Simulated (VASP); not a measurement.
# CdSe (I-4m2) in VASP: notebook

The runs below take CdSe through single point, with PBE.

All numbers are computed with VASP 6.6.1; they aren't measurements. Logs are shortened: lines on timing, memory, paths and dates and some standing lists are left out, and cuts for length are marked.

**1. The cell of the first run**

The structure is tetragonal, space group I-4m2 (No. 119). The conventional cell has a = 4.338 Å, b = 4.338 Å, c = 6.197 Å, α = 90.00°, β = 90.00°, γ = 90.00°. Within 3.5 Å of Cd (site symmetry -4m2) lie 4 Se at 2.67 Å. Within 3.5 Å of Se (site symmetry -4m2) lie 4 Cd at 2.67 Å.

**2. Single point, PBE (uniaxial z strain +1.0%)**

Input file INCAR:

```
SYSTEM = CdSe
PREC = Accurate ; ENCUT = 500
EDIFF = 1E-6 ; ISMEAR = 0
SIGMA = 0.01 ; LREAL = .False.
LASPH = .True. ; NELM = 120
ALGO = Normal ; ISIF = 2
LWAVE = .False. ; LCHARG = .False.
GGA = PE ; NBANDS = 16
GGA_COMPAT = .False.
```

Input file KPOINTS:

```
regular mesh
0
Gamma
  4 4 4
  0 0 0
```

Input file POSCAR:

```
CdSe
1.0
    0.0000000000      3.0677809654      3.0984587751
    3.0677809654      0.0000000000      3.0984587751
    3.0677809654      3.0677809654      0.0000000000
Cd Se
1 1
Direct
    0.0000000000      0.0000000000      0.0000000000
    0.2500000000      0.2500000000      0.2500000000
```

Potentials or basis: VASP PAW PBE potentials, release 64 (Cd, Se).

Started as:

```sh
> cat potpaw_PBE.64/Cd/POTCAR potpaw_PBE.64/Se/POTCAR > POTCAR
> mpirun -np 1 vasp_std > vasp.out
```

OUTCAR:

```text
SYSTEM = CdSe
   PREC = Accurate
   ENCUT = 500
   EDIFF = 1E-6
   ISMEAR = 0
   LREAL = .False.
   LASPH = .True.
   NELM = 120
   ISIF = 2
   GGA = PE

 ion  position               nearest neighbor table
   1  0.000  0.000  0.000-   2 2.67   2 2.67   2 2.67   2 2.67
   2  0.250  0.250  0.250-   1 2.67   1 2.67   1 2.67   1 2.67

  LATTYP: Found a body centered tetragonal cell.
 ALAT       =     4.3384974477
 C/A-ratio  =     1.4283556980

  Lattice vectors:

 A1 = (  -3.0677809654,   0.0000000000,   3.0984587751)
 A2 = (   3.0677809654,   0.0000000000,   3.0984587751)
 A3 = (   0.0000000000,   3.0677809654,  -3.0984587751)

Analysis of symmetry for initial positions (statically):
=====================================================================
 Subroutine PRICEL returns:
 Original cell was already a primitive cell.

 Routine SETGRP: Setting up the symmetry group for a
 body centered tetragonal supercell.

 Subroutine GETGRP returns: Found  8 space group operations
 (whereof  8 operations were pure point group operations)
 out of a pool of 16 trial point group operations.

The static configuration has the point symmetry D_2d.

Analysis of symmetry for dynamics (positions and initial velocities):
=====================================================================
 Subroutine PRICEL returns:
 Original cell was already a primitive cell.

 Routine SETGRP: Setting up the symmetry group for a
 body centered tetragonal supercell.

 Subroutine GETGRP returns: Found  8 space group operations
 (whereof  8 operations were pure point group operations)
 out of a pool of 16 trial point group operations.

The dynamic configuration has the point symmetry D_2d.

 Subroutine INISYM returns: Found  8 space group operations
 (whereof  8 operations are pure point group operations),
 and found     1 'primitive' translations

----------------------------------------------------------------------------------------

                                     Primitive cell

  volume of cell :      58.3209

  direct lattice vectors                    reciprocal lattice vectors
     0.000000000  3.067780965  3.098458775    -0.162984257  0.162984257  0.161370551
     3.067780965  0.000000000  3.098458775     0.162984257 -0.162984257  0.161370551
     3.067780965  3.067780965  0.000000000     0.162984257  0.162984257 -0.161370551

  length of vectors
     4.360243896  4.360243896  4.338497448     0.281368425  0.281368425  0.281368425

  position of ions in fractional coordinates (direct lattice)
     0.000000000  0.000000000  0.000000000
     0.250000000  0.250000000  0.250000000

  ion indices of the primitive-cell ions
   primitive index   ion index
                 1           1
                 2           2

----------------------------------------------------------------------------------------

 KPOINTS: regular mesh

Automatic generation of k-mesh.
 Grid dimensions read from file:
 generate k-points for:    4    4    4

 Generating k-lattice:

  Cartesian coordinates                     Fractional coordinates (reciprocal lattice)
    -0.040746064  0.040746064  0.040342638     0.250000000  0.000000000  0.000000000
     0.040746064 -0.040746064  0.040342638     0.000000000  0.250000000  0.000000000
     0.040746064  0.040746064 -0.040342638    -0.000000000 -0.000000000  0.250000000

  Length of vectors
     0.070342106  0.070342106  0.070342106

  Shift w.r.t. Gamma in fractional coordinates (k-lattice)
     0.000000000  0.000000000  0.000000000

 Subroutine IBZKPT returns following result:
 ===========================================

 Found     13 irreducible k-points:

 Following reciprocal coordinates:
            Coordinates               Weight
  0.000000  0.000000  0.000000      1.000000
  0.250000  0.000000  0.000000      8.000000
  0.500000  0.000000  0.000000      4.000000
  0.250000  0.250000  0.000000      2.000000
  0.500000  0.250000  0.000000      8.000000
 -0.250000  0.250000  0.000000      4.000000
  0.500000  0.500000  0.000000      1.000000
  0.250000  0.000000  0.250000      4.000000
  0.500000 -0.000000  0.250000     16.000000
 -0.250000  0.000000  0.250000      8.000000
 -0.250000  0.500000  0.250000      4.000000
  0.500000  0.000000  0.500000      2.000000
 -0.250000  0.250000  0.500000      2.000000
   k-points           NKPTS =     13   k-points in BZ     NKDIM =     13   number of bands    NBANDS=     16
   number of dos      NEDOS =    301   number of ions     NIONS =      2
   total plane-waves  NPLWV =  32768
   dimension x,y,z NGX =    32 NGY =   32 NGZ =   32
   dimension x,y,z NGXF=    64 NGYF=   64 NGZF=   64
   ions per type =               1   1
   NGX,Y,Z   is equivalent  to a cutoff of  12.20, 12.20, 12.26 a.u.
   NGXF,Y,Z  is equivalent  to a cutoff of  24.40, 24.40, 24.52 a.u.
 SYSTEM =  CdSe
   PREC   = accura    normal or accurate (medium, high low for compatibility)
   ISTART =      0    job   : 0-new  1-cont  2-samecut
   ICHARG =      2    charge: 1-file 2-atom 10-const
   ISPIN  =      1    spin polarized calculation?
   LNONCOLLINEAR =      F non collinear calculations
   LSORBIT =      F    spin-orbit coupling
   LASPH  =      T    aspherical Exc in radial PAW
   ENCUT  =  500.0 eV  36.75 Ry    6.06 a.u.   7.95  7.95  7.91*2*pi/ulx,y,z
   NELM   =    120;   NELMIN=  2; NELMDL= -5     # of ELM steps
   EDIFF  = 0.1E-05   stopping-criterion for ELM
   LREAL  =      F    real-space projection
   EDIFFG = 0.1E-04   stopping-criterion for IOM
   NSW    =      0    number of steps for IOM
   IBRION =     -1    ionic relax: 0-MD 1-quasi-New 2-CG
   NFREE  =      0    steps in history (QN), initial steepest desc. (CG)
   ISIF   =      2    stress and relaxation
   ISYM   =      2    0-nonsym 1-usesym 2-fastsym
   POTIM  = 0.5000    time-step for ionic-motion
   TEBEG  =    0.0;   TEEND  =   0.0 temperature during run
   PSTRESS=    0.0 pullay stress
   NELECT =      18.0000    total number of electrons
   NUPDOWN=      -1.0000    fix difference up-down
   EMIN   =  10.00;   EMAX   =-10.00  energy-range for DOS
   EFERMI =   0.00;   METHOD = LEGACY
   ISMEAR =     0;   SIGMA  =   0.01  broadening in eV -4-tet -1-fermi 0-gaus
   EFERMI_NEDOS =   21; number of points for ismear=-14 and -15
   IALGO  =     38    algorithm
   IMIX   =      4    mixing-type and parameters
     AMIX     =   0.40;   BMIX     =  1.00
     AMIX_MAG =   1.60;   BMIX_MAG =  1.00
  volume/ion in A,a.u.               =      29.16       196.78
  Fermi-wavevector in a.u.,A,eV,Ry     =   1.106346  2.090690 16.653543  1.224001
  Thomas-Fermi vector in A             =   2.242845
   LORBIT       =      0    0 simple, 1 ext, 2 COOP (PROOUT), +10 PAW based schemes
   GGA     = PE    functional components
   LHFCALC =     F    Hartree Fock is set to
   AEXX    =    0.0000 exact exchange contribution
   IVDW    =     0    specifies the selected vdW correction
   LEPSILON=     F    determine dielectric tensor
   LRPA    =     F    only Hartree local field effects (RPA)
 non-spin polarized calculation
 Gauss-broadening in eV      SIGMA  =   0.01
  energy-cutoff  :      500.00
  volume of cell :       58.32
 maximum number of plane-waves:      1492
   NGX = 15   NGY = 15   NGZ = 15

 number of electron      18.0000009 magnetization

 Free energy of the ion-electron system (eV)
  ---------------------------------------------------
  ext. energy  EPLUGINS =         0.00000000
  ---------------------------------------------------
  free energy    TOTEN  =        -5.44741575 eV

  energy without entropy =       -5.44741575  energy(sigma->0) =       -5.44741575

 E-fermi :   0.8146     XC(G=0):  -8.7107

 val. band max:        0.6997633719   @ k =   0.0000   0.0000   0.0000
 cond. band min:       1.2075887077   @ k =   0.0000   0.0000   0.0000
 fundamental gap:      0.5078253358
 Fermi energy:         0.8145858730

 k-point     1 :       0.0000    0.0000    0.0000
  band No.  band energies     occupation
      1     -11.7018      2.00000
      2      -7.1621      2.00000
      3      -7.1577      2.00000
      4      -7.1577      2.00000
      5      -6.8260      2.00000
      6      -6.8241      2.00000
[... 8 lines left out ...]
     15      11.6137      0.00000
     16      11.7635      0.00000

 k-point     2 :       0.2500    0.0000    0.0000
  band No.  band energies     occupation
      1     -11.5317      2.00000
      2      -7.1116      2.00000
      3      -7.1082      2.00000
      4      -6.9601      2.00000
      5      -6.8231      2.00000
      6      -6.8228      2.00000
[... 8 lines left out ...]
     15      10.7284      0.00000
     16      10.7797      0.00000

 k-point     3 :       0.5000    0.0000    0.0000
  band No.  band energies     occupation
      1     -11.3592      2.00000
      2      -7.0768      2.00000
      3      -7.0723      2.00000
      4      -6.8053      2.00000
      5      -6.8022      2.00000
      6      -6.5539      2.00000
[... 8 lines left out ...]
     15      12.6687      0.00000
     16      12.7282      0.00000

 k-point     4 :       0.2500    0.2500    0.0000
  band No.  band energies     occupation
      1     -11.4783      2.00000
      2      -7.0489      2.00000
      3      -7.0489      2.00000
      4      -7.0054      2.00000
      5      -6.8330      2.00000
      6      -6.7989      2.00000
[... 8 lines left out ...]
     15      12.2674      0.00000
     16      13.6711      0.00000
[... 115 lines left out ...]
 k-point    11 :      -0.2500    0.5000    0.2500
  band No.  band energies     occupation
      1     -11.2530      2.00000
      2      -6.9907      2.00000
      3      -6.9861      2.00000
      4      -6.8552      2.00000
      5      -6.8194      2.00000
      6      -6.3845      2.00000
[... 8 lines left out ...]
     15      13.2044      0.00000
     16      13.5454      0.00000

 k-point    12 :       0.5000    0.0000    0.5000
  band No.  band energies     occupation
      1     -11.2498      2.00000
      2      -6.9834      2.00000
      3      -6.9295      2.00000
      4      -6.9215      2.00000
      5      -6.7720      2.00000
      6      -6.4879      2.00000
[... 8 lines left out ...]
     15      12.9875      0.00000
     16      13.8356      0.00000

 k-point    13 :      -0.2500    0.2500    0.5000
  band No.  band energies     occupation
      1     -11.2505      2.00000
      2      -6.9913      2.00000
      3      -6.9870      2.00000
      4      -6.8553      2.00000
      5      -6.8200      2.00000
      6      -6.3800      2.00000
[... 8 lines left out ...]
     15      13.2184      0.00000
     16      13.6808      0.00000

------------------------ aborting loop because EDIFF is reached ----------------------------------------

  FORCE on cell =-STRESS in cart. coord.  units (eV):
  Direction    XX          YY          ZZ          XY          YZ          ZX
  --------------------------------------------------------------------------------------
  -------------------------------------------------------------------------------------
  Total        0.5156036      0.5156036      0.4525768      0.0000000      0.0000000      0.0000000
  in kB       14.1645273     14.1645273     12.4330717      0.0000000      0.0000000      0.0000000
  external PRESSURE =      13.5873754 kB  Pullay stress =       0.0000000 kB

 VOLUME and BASIS-vectors are now :
 -----------------------------------------------------------------------------
  energy-cutoff  :      500.00
  volume of cell :       58.32
      direct lattice vectors                 reciprocal lattice vectors
     0.000000000  3.067780965  3.098458775    -0.162984257  0.162984257  0.161370551
     3.067780965  0.000000000  3.098458775     0.162984257 -0.162984257  0.161370551
     3.067780965  3.067780965  0.000000000     0.162984257  0.162984257 -0.161370551

 POSITION                                       TOTAL-FORCE (eV/Angst)
 -----------------------------------------------------------------------------------
      0.00000      0.00000      0.00000         0.000000      0.000000     -0.000000
      1.53389      1.53389      1.54923        -0.000000     -0.000000      0.000000
 -----------------------------------------------------------------------------------
    total drift:                               -0.000000     -0.000000      0.000000

  FREE ENERGIE OF THE ION-ELECTRON SYSTEM (eV)
  ---------------------------------------------------
  free  energy   TOTEN  =        -5.4474157538 eV

  energy  without entropy=       -5.4474157538  energy(sigma->0) =       -5.44741575
```

It took 14 s on 1 thread of Intel Xeon Platinum 8488C (Sapphire Rapids), shared host; peak memory 0.17 GiB.

Results:

| Property | Result |
| --- | --- |
| Free energy | -5.4474 eV |
| Pressure | 1.4 GPa |
| Band gap on the k mesh | 0.51 eV, direct |

Stress tensor (GPa, compression positive):
```
1.42 0.00 0.00
0.00 1.42 0.00
0.00 0.00 1.24
```

Caveat: the k points lie up to 0.44 Å⁻¹ apart; the cell differs from its parent crystal (uniaxial z strain +1.0%).

**3. Single point, PBE (uniaxial z strain +2.0%)**

Input file INCAR:

```
PREC = Accurate
ENCUT = 500
EDIFF = 1E-6
ISMEAR = 0
SIGMA = 0.01
LREAL = False
LASPH = True
NELM = 120
ALGO = Normal
ISIF = 2
LWAVE = False
LCHARG = True
GGA = PE
LELF = True
LVHAR = True
NBANDS = 16
GGA_COMPAT = False
```

Input file KPOINTS:

```
Automatic mesh
0
Gamma
  4 4 4
```

Input file POSCAR:

```
CdSe
1.0
    0.0000000000      3.0677809654      3.1291365847
    3.0677809654      0.0000000000      3.1291365847
    3.0677809654      3.0677809654      0.0000000000
Cd Se
1 1
Direct
    0.0000000000      0.0000000000      0.0000000000
    0.2500000000      0.2500000000      0.2500000000
```

Potentials or basis: VASP PAW PBE potentials, release 64 (Cd, Se).

Started as:

```sh
> cat potpaw_PBE.64/Cd/POTCAR potpaw_PBE.64/Se/POTCAR > POTCAR
> mpirun -np 1 vasp_std > vasp.out
```

Wall time 12 s (1 thread of Intel Xeon Platinum 8488C (Sapphire Rapids), shared host); peak memory 0.17 GiB.

The run converged. Its results:

```yaml
Free_energy: -5.4508 eV
Pressure: 0.9 GPa
Band_gap_on_the_k_mesh: 0.48 eV, direct
```

Stress tensor (GPa, compression positive):
```
0.98 0.00 0.00
0.00 0.98 0.00
0.00 0.00 0.62
```

Levels at points of the mesh, in eV from the valence-band top:
| k point | band 6 | band 7 | band 8 | band 9 | band 10 | band 11 | band 12 | band 13 |
| --- | --- | --- | --- | --- | --- | --- | --- | --- |
| (0.00, 0.00, 0.00) | -7.51 | -0.06 | 0.00 | 0.00 | 0.48 | 5.89 | 5.89 | 5.90 |
| (0.50, 0.00, 0.00) | -7.25 | -4.16 | -0.75 | -0.67 | 2.29 | 6.33 | 6.46 | 7.26 |
| (0.50, 0.50, 0.00) | -7.21 | -3.98 | -1.67 | -1.67 | 3.22 | 3.78 | 8.77 | 9.92 |
| (0.50, 0.00, 0.50) | -7.18 | -3.87 | -1.76 | -1.74 | 3.16 | 3.62 | 8.94 | 9.79 |

Caveat: the k points lie up to 0.44 Å⁻¹ apart; the cell differs from its parent crystal (uniaxial z strain +2.0%).

**4. Single point, PBE (uniaxial z strain +3.0%)**

Input file INCAR:

```
PREC = Accurate ; ENCUT = 500
EDIFF = 1E-6 ; ISMEAR = 0
SIGMA = 0.01 ; LREAL = False
LASPH = True ; NELM = 120
ALGO = Normal ; ISIF = 2
LWAVE = False ; LCHARG = False
GGA = PE ; NBANDS = 16
GGA_COMPAT = False
```

Input file KPOINTS:

```
regular mesh
0
Gamma
  4 4 4
```

Input file POSCAR:

```
CdSe
1.0
    0.0000000000      3.0677809654      3.1598143944
    3.0677809654      0.0000000000      3.1598143944
    3.0677809654      3.0677809654      0.0000000000
Cd Se
1 1
Direct
    0.0000000000      0.0000000000      0.0000000000
    0.2500000000      0.2500000000      0.2500000000
```

Started as:

```sh
> cat potpaw_PBE.64/Cd/POTCAR potpaw_PBE.64/Se/POTCAR > POTCAR
> mpirun -np 1 vasp_std > vasp.out
```

It took 10 s on 1 thread of Intel Xeon Platinum 8488C (Sapphire Rapids), shared host; peak memory 0.17 GiB.

The run converged. Its results:

| Item | Value |
| --- | --- |
| Free energy | -5.4519 eV |
| Pressure | 0.4 GPa |
| Band gap on the k mesh | 0.44 eV, direct |

Stress tensor (GPa, compression positive):
```
0.57 0.00 0.00
0.00 0.57 0.00
0.00 0.00 0.01
```

Levels at points of the mesh, in eV from the valence-band top:
```csv
k point,band 6,band 7,band 8,band 9,band 10,band 11,band 12,band 13
"(0.00, 0.00, 0.00)",-7.51,-0.09,0.00,0.00,0.44,5.88,5.88,5.89
"(0.50, 0.00, 0.00)",-7.25,-4.11,-0.77,-0.64,2.27,6.29,6.47,7.22
"(0.50, 0.50, 0.00)",-7.22,-3.98,-1.63,-1.63,3.25,3.80,8.66,9.86
"(0.50, 0.00, 0.50)",-7.18,-3.82,-1.76,-1.72,3.16,3.57,8.91,9.66
```

Caveat: the k points lie up to 0.44 Å⁻¹ apart; the cell differs from its parent crystal (uniaxial z strain +3.0%).

**5. Overview**

| cell | gap on the mesh (eV) | pressure (GPa) |
| --- | --- | --- |
| a = 4.360, b = 4.360, c = 4.338 Å, angles 60.2, 60.2, 59.7°, 2 atoms | 0.51 | 1.4 |
| a = 4.382, b = 4.382, c = 4.338 Å, angles 60.3, 60.3, 59.3°, 2 atoms | 0.48 | 0.9 |
| a = 4.404, b = 4.404, c = 4.338 Å, angles 60.5, 60.5, 59.0°, 2 atoms | 0.44 | 0.4 |

Alike in all rows: task single point; level PBE; potentials or basis VASP PAW PBE potentials, release 64 (Cd, Se); no spin polarisation; k mesh 4 × 4 × 4; cutoff (eV) 500; smearing gaussian 0.01 eV.

Caveats: all runs use coarse meshes.

Total energies depend on the potentials used, so only differences within one code and one set of settings carry meaning.
